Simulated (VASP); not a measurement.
# Zn12H2O in VASP: single point with PBE

Aim: the single point of Zn12H2O with PBE.

Everything below comes from runs of VASP 6.6.1. Logs are shortened: lines on timing, memory, paths and dates and some standing lists are left out, and cuts for length are marked.

## (1) The cell of the first run

The cell holds a slab with vacuum, 15 atoms: a = 5.330 Å, b = 4.947 Å, c = 23.991 Å, α = 90.00°, β = 90.00°, γ = 90.00°.

## (2) Single point, PBE

File INCAR:

```
ALGO     = Normal         # electronic algorithm
DIPOL    = 0.5 0.5 0.484
EDIFF    = 1E-6           # SCF threshold, eV
ENCUT    = 520            # plane-wave cutoff, eV
GGA      = PE             # functional
GGA_COMPAT= False        
IDIPOL   = 3            
ISIF     = 2              # what is computed and relaxed
ISMEAR   = -1             # smearing method
LASPH    = True           # aspherical terms in the spheres
LCHARG   = False          # write CHGCAR
LDIPOL   = True         
LREAL    = False          # projectors in reciprocal space
LWAVE    = False          # write WAVECAR
NBANDS   = 89             # bands
NELM     = 120            # most SCF steps
NELMDL   = -8           
PREC     = Accurate       # precision mode
SIGMA    = 0.05           # smearing width, eV
```

File KPOINTS:

```
k-points
0
Gamma
  5 6 1
```

File POSCAR:

```
Zn12H2O
1.0
    5.3295961064      0.0000000000      0.0000000000
    0.0000000000      4.9467000000      0.0000000000
    0.0000000000      0.0000000000     23.9910265569
Zn O H
12 1 2
Direct
    0.5000000000      0.7500000000      0.3334580111
    0.0000000000      0.7500000000      0.3334580111
    0.7500000000      0.2500000000      0.3655225389
    0.2500000000      0.2500000000      0.3655225389
    0.7500000000      0.7500000000      0.4296515943
    0.2500000000      0.7500000000      0.4296515943
    0.0000000000      0.2500000000      0.4617161221
    0.5000000000      0.2500000000      0.4617161221
    0.0000000000      0.7500000000      0.5258451776
    0.5000000000      0.7500000000      0.5258451776
    0.2500000000      0.2500000000      0.5579097053
    0.7500000000      0.2500000000      0.5579097053
    0.7500000000      0.9166666667      0.6212667274
    0.7961619231      1.0669498859      0.6465345082
    0.7038380769      0.7663834474      0.6465345082
```

Potentials or basis: VASP PAW PBE potentials, release 64 (Zn, O, H).

Launch:

```sh
> cat potpaw_PBE.64/Zn/POTCAR potpaw_PBE.64/O/POTCAR potpaw_PBE.64/H/POTCAR > POTCAR
> mpirun -np 1 vasp_std > vasp.out
```

OUTCAR:

```text
EDIFF = 1E-6
   ENCUT = 520
   GGA = PE
   ISIF = 2
   ISMEAR = -1
   LASPH = True
   LREAL = False
   NELM = 120
   NELMDL = -8
   PREC = Accurate

 ion  position               nearest neighbor table
   1  0.500  0.750  0.333-   5 2.66   6 2.66   2 2.66   2 2.66   4 2.91   3 2.91   4 2.91   3 2.91

   2  0.000  0.750  0.333-   5 2.66   6 2.66   1 2.66   1 2.66   4 2.91   3 2.91   4 2.91   3 2.91

   3  0.750  0.250  0.366-   7 2.66   8 2.66   4 2.66   4 2.66   5 2.91   5 2.91   1 2.91   2 2.91
                             1 2.91   2 2.91
   4  0.250  0.250  0.366-   7 2.66   8 2.66   3 2.66   3 2.66   6 2.91   6 2.91   1 2.91   2 2.91
                             1 2.91   2 2.91
   5  0.750  0.750  0.430-   1 2.66   2 2.66   6 2.66   6 2.66  10 2.66   9 2.66   3 2.91   3 2.91
                             7 2.91   7 2.91   8 2.91   8 2.91
   6  0.250  0.750  0.430-   1 2.66   2 2.66   5 2.66   5 2.66  10 2.66   9 2.66   4 2.91   4 2.91
                             7 2.91   7 2.91   8 2.91   8 2.91
   7  0.000  0.250  0.462-   3 2.66   4 2.66  11 2.66  12 2.66   8 2.66   8 2.66   9 2.91   9 2.91
                             5 2.91   6 2.91   5 2.91   6 2.91
   8  0.500  0.250  0.462-   3 2.66   4 2.66  11 2.66  12 2.66   7 2.66   7 2.66  10 2.91  10 2.91
                             5 2.91   6 2.91   5 2.91   6 2.91
   9  0.000  0.750  0.526-  10 2.66  10 2.66   5 2.66   6 2.66  12 2.91  11 2.91  12 2.91  11 2.91
                             7 2.91   7 2.91
  10  0.500  0.750  0.526-   9 2.66   9 2.66   5 2.66   6 2.66  12 2.91  11 2.91  12 2.91  11 2.91
                             8 2.91   8 2.91
  11  0.250  0.250  0.558-   7 2.66   8 2.66  12 2.66  12 2.66   9 2.91   9 2.91  10 2.91  10 2.91

  12  0.750  0.250  0.558-  13 2.24   8 2.66   7 2.66  11 2.66  11 2.66  10 2.91   9 2.91  10 2.91
                             9 2.91
  13  0.750  0.917  0.621-  14 0.99  15 0.99  12 2.24
  14  0.796  0.067  0.647-  13 0.99
  15  0.704  0.766  0.647-  13 0.99

  LATTYP: Found a simple orthorhombic cell.
 ALAT       =     4.9467000000
 B/A-ratio  =     1.0774043517
 C/A-ratio  =     4.8499053019

  Lattice vectors:

 A1 = (   0.0000000000,  -4.9467000000,   0.0000000000)
 A2 = (   5.3295961064,   0.0000000000,   0.0000000000)
 A3 = (   0.0000000000,   0.0000000000,  23.9910265569)

Analysis of symmetry for initial positions (statically):
=====================================================================
 Subroutine PRICEL returns:
 Original cell was already a primitive cell.

 Routine SETGRP: Setting up the symmetry group for a
 simple orthorhombic supercell.

 Subroutine GETGRP returns: Found  1 space group operations
 (whereof  1 operations were pure point group operations)
 out of a pool of  8 trial point group operations.

The static configuration has the point symmetry C_1 .

Analysis of symmetry for dynamics (positions and initial velocities):
=====================================================================
 Subroutine PRICEL returns:
 Original cell was already a primitive cell.

 Routine SETGRP: Setting up the symmetry group for a
 simple orthorhombic supercell.

 Subroutine GETGRP returns: Found  1 space group operations
 (whereof  1 operations were pure point group operations)
 out of a pool of  8 trial point group operations.

The dynamic configuration has the point symmetry C_1 .

 Subroutine INISYM returns: Found  1 space group operations
 (whereof  1 operations are pure point group operations),
 and found     1 'primitive' translations

----------------------------------------------------------------------------------------

                                     Primitive cell

  volume of cell :     632.4973

  direct lattice vectors                    reciprocal lattice vectors
     5.329596106  0.000000000  0.000000000     0.187631479  0.000000000  0.000000000
     0.000000000  4.946700000  0.000000000     0.000000000  0.202154972  0.000000000
     0.000000000  0.000000000 23.991026557     0.000000000  0.000000000  0.041682251

  length of vectors
     5.329596106  4.946700000 23.991026557     0.187631479  0.202154972  0.041682251

  position of ions in fractional coordinates (direct lattice)
     0.500000000  0.750000000  0.333458011
[... 52 lines left out ...]
     0.000000000  0.000000000  0.000000000

 Subroutine IBZKPT returns following result:
 ===========================================

 Found     16 irreducible k-points:

 Following reciprocal coordinates:
            Coordinates               Weight
  0.000000  0.000000  0.000000      1.000000
  0.200000  0.000000  0.000000      2.000000
  0.400000  0.000000  0.000000      2.000000
  0.000000  0.166667  0.000000      2.000000
  0.200000  0.166667  0.000000      2.000000
 -0.200000  0.166667  0.000000      2.000000
[... 8 lines left out ...]
  0.200000  0.500000  0.000000      2.000000
  0.400000  0.500000  0.000000      2.000000
   k-points           NKPTS =     16   k-points in BZ     NKDIM =     16   number of bands    NBANDS=     89
   number of dos      NEDOS =    301   number of ions     NIONS =     15
   total plane-waves  NPLWV = 288000
   dimension x,y,z NGX =    40 NGY =   40 NGZ =  180
   dimension x,y,z NGXF=    80 NGYF=   80 NGZF=  360
   ions per type =              12   1   2
   NGX,Y,Z   is equivalent  to a cutoff of  12.48, 13.44, 12.47 a.u.
   NGXF,Y,Z  is equivalent  to a cutoff of  24.95, 26.89, 24.95 a.u.
 SYSTEM =  unknown system
   PREC   = accura    normal or accurate (medium, high low for compatibility)
   ISTART =      0    job   : 0-new  1-cont  2-samecut
   ICHARG =      2    charge: 1-file 2-atom 10-const
   ISPIN  =      1    spin polarized calculation?
   LNONCOLLINEAR =      F non collinear calculations
   LSORBIT =      F    spin-orbit coupling
   LASPH  =      T    aspherical Exc in radial PAW
   ENCUT  =  520.0 eV  38.22 Ry    6.18 a.u.   9.91  9.20 44.61*2*pi/ulx,y,z
   NELM   =    120;   NELMIN=  2; NELMDL= -8     # of ELM steps
   EDIFF  = 0.1E-05   stopping-criterion for ELM
   LREAL  =      F    real-space projection
   EDIFFG = 0.1E-04   stopping-criterion for IOM
   NSW    =      0    number of steps for IOM
   IBRION =     -1    ionic relax: 0-MD 1-quasi-New 2-CG
   NFREE  =      0    steps in history (QN), initial steepest desc. (CG)
   ISIF   =      2    stress and relaxation
   ISYM   =      2    0-nonsym 1-usesym 2-fastsym
   POTIM  = 0.5000    time-step for ionic-motion
   TEBEG  =    0.0;   TEEND  =   0.0 temperature during run
   PSTRESS=    0.0 pullay stress
   NELECT =     152.0000    total number of electrons
   NUPDOWN=      -1.0000    fix difference up-down
   EMIN   =  10.00;   EMAX   =-10.00  energy-range for DOS
   EFERMI =   0.00;   METHOD = LEGACY
   ISMEAR =    -1;   SIGMA  =   0.05  broadening in eV -4-tet -1-fermi 0-gaus
   EFERMI_NEDOS =   21; number of points for ismear=-14 and -15
   IALGO  =     38    algorithm
   IMIX   =      4    mixing-type and parameters
     AMIX     =   0.40;   BMIX     =  1.00
     AMIX_MAG =   1.60;   BMIX_MAG =  1.00
  volume/ion in A,a.u.               =      42.17       284.55
  Fermi-wavevector in a.u.,A,eV,Ry     =   1.017817  1.923396 14.094981  1.035952
  Thomas-Fermi vector in A             =   2.151240
   LORBIT       =      0    0 simple, 1 ext, 2 COOP (PROOUT), +10 PAW based schemes
   GGA     = PE    functional components
   LHFCALC =     F    Hartree Fock is set to
   AEXX    =    0.0000 exact exchange contribution
   IVDW    =     0    specifies the selected vdW correction
   LEPSILON=     F    determine dielectric tensor
   LRPA    =     F    only Hartree local field effects (RPA)
 non-spin polarized calculation
  energy-cutoff  :      520.00
  volume of cell :      632.50
 maximum number of plane-waves:     17086
   NGX = 19   NGY = 19   NGZ = 89

 number of electron     152.0000180 magnetization

 dipolmoment           0.000000      0.000000     -0.261446 electrons x Angstroem

 Free energy of the ion-electron system (eV)
  ---------------------------------------------------
  ext. energy  EPLUGINS =         0.00000000
  ---------------------------------------------------
  free energy    TOTEN  =       -24.43764644 eV

  energy without entropy =      -24.40763991  energy(sigma->0) =      -24.42264318

 E-fermi :  -1.2798     XC(G=0):  -4.4358

 val. band max:       -1.2977996882   @ k =   0.4000   0.3333   0.0000
 cond. band min:      -1.2531583010   @ k =  -0.4000   0.3333   0.0000
 fundamental gap:      0.0446413872
 Fermi energy:        -1.2797926063

 k-point     1 :       0.0000    0.0000    0.0000
  band No.  band energies     occupation
      1     -24.2515      2.00000
      2     -12.1874      2.00000
      3     -10.9647      2.00000
      4      -9.8646      2.00000
      5      -9.5419      2.00000
      6      -9.3970      2.00000
[... 1445 lines left out ...]
     87       3.4437      0.00000
     88       3.5089      0.00000
 [bands above 88 left out]

------------------------ aborting loop because EDIFF is reached ----------------------------------------

 vacuum level on the upper side and lower side of the slab       (xc-potential included)        -1.027         0.722

  FORCE on cell =-STRESS in cart. coord.  units (eV):
  Direction    XX          YY          ZZ          XY          YZ          ZX
  --------------------------------------------------------------------------------------
  -------------------------------------------------------------------------------------
  Total       -4.2415819     -3.9458546      4.9417951     -0.0033189     -0.3723916      0.3373825
  in kB      -10.7443398     -9.9952338     12.5180480     -0.0084071     -0.9433042      0.8546228
  external PRESSURE =      -2.7405085 kB  Pullay stress =       0.0000000 kB

 VOLUME and BASIS-vectors are now :
 -----------------------------------------------------------------------------
  energy-cutoff  :      520.00
  volume of cell :      632.50
      direct lattice vectors                 reciprocal lattice vectors
     5.329596106  0.000000000  0.000000000     0.187631479  0.000000000  0.000000000
     0.000000000  4.946700000  0.000000000     0.000000000  0.202154972  0.000000000
     0.000000000  0.000000000 23.991026557     0.000000000  0.000000000  0.041682251

 POSITION                                       TOTAL-FORCE (eV/Angst)
 -----------------------------------------------------------------------------------
      2.66480      3.71002      8.00000         0.045192      0.006609      0.043975
      0.00000      3.71002      8.00000        -0.046627     -0.003258      0.059549
      3.99720      1.23667      8.76926        -0.011437     -0.022030     -0.446587
      1.33240      1.23667      8.76926         0.010908      0.021796     -0.495765
      3.99720      3.71002     10.30778         0.006473     -0.028132      0.285221
      1.33240      3.71002     10.30778        -0.010992     -0.036576      0.168181
      0.00000      1.23667     11.07704        -0.029486     -0.020295     -0.222156
      2.66480      1.23667     11.07704         0.021319     -0.037787     -0.169668
      0.00000      3.71002     12.61557         0.197072     -0.119019      0.218429
      2.66480      3.71002     12.61557        -0.238834     -0.157706      0.121179
      1.33240      1.23667     13.38483        -0.039337      0.136237     -0.138245
      3.99720      1.23667     13.38483        -0.088046      0.738257     -0.860620
      3.99720      4.53448     14.90483         0.212160     -0.192116      1.815466
      4.24322      0.33118     15.51103         0.076406     -0.269144     -0.002194
      3.75117      3.79107     15.51103        -0.104773     -0.016836     -0.376765
 -----------------------------------------------------------------------------------
    total drift:                               -0.000013      0.000393     -0.000884

  FREE ENERGIE OF THE ION-ELECTRON SYSTEM (eV)
  ---------------------------------------------------
  free  energy   TOTEN  =       -24.4376464430 eV

  energy  without entropy=      -24.4076399115  energy(sigma->0) =      -24.42264318

 vacuum level on the upper side and lower side of the slab         0.992         2.778
```

It took 26 min on 1 thread of Intel Xeon 6975P-C (Granite Rapids), shared host; peak memory 1 GiB.

What came out:

```yaml
Free_energy: -24.4376 eV
Largest_force: 1.838 eV/Å
Band_gap_on_the_k_mesh: zero (bands 76 and 77 overlap by 1.08 eV)
```

Forces on the atoms (eV/Å):
```
Zn   0.045  0.007  0.044
Zn  -0.047 -0.003  0.060
Zn  -0.011 -0.022 -0.447
Zn   0.011  0.022 -0.496
Zn   0.006 -0.028  0.285
Zn  -0.011 -0.037  0.168
Zn  -0.029 -0.020 -0.222
Zn   0.021 -0.038 -0.170
Zn   0.197 -0.119  0.218
Zn  -0.239 -0.158  0.121
Zn  -0.039  0.136 -0.138
Zn  -0.088  0.738 -0.861
O    0.212 -0.192  1.815
H    0.076 -0.269 -0.002
H   -0.105 -0.017 -0.377
```

Levels at points of the mesh, in eV from the Fermi level:
```csv
k point,band 73,band 74,band 75,band 76,band 77,band 78,band 79,band 80
"(0.00, 0.00, 0.00)",-1.78,-1.68,-0.94,-0.64,0.56,0.71,0.82,1.76
"(0.00, 0.50, 0.00)",-1.90,-1.87,-0.97,-0.92,-0.24,-0.04,0.57,0.64
```
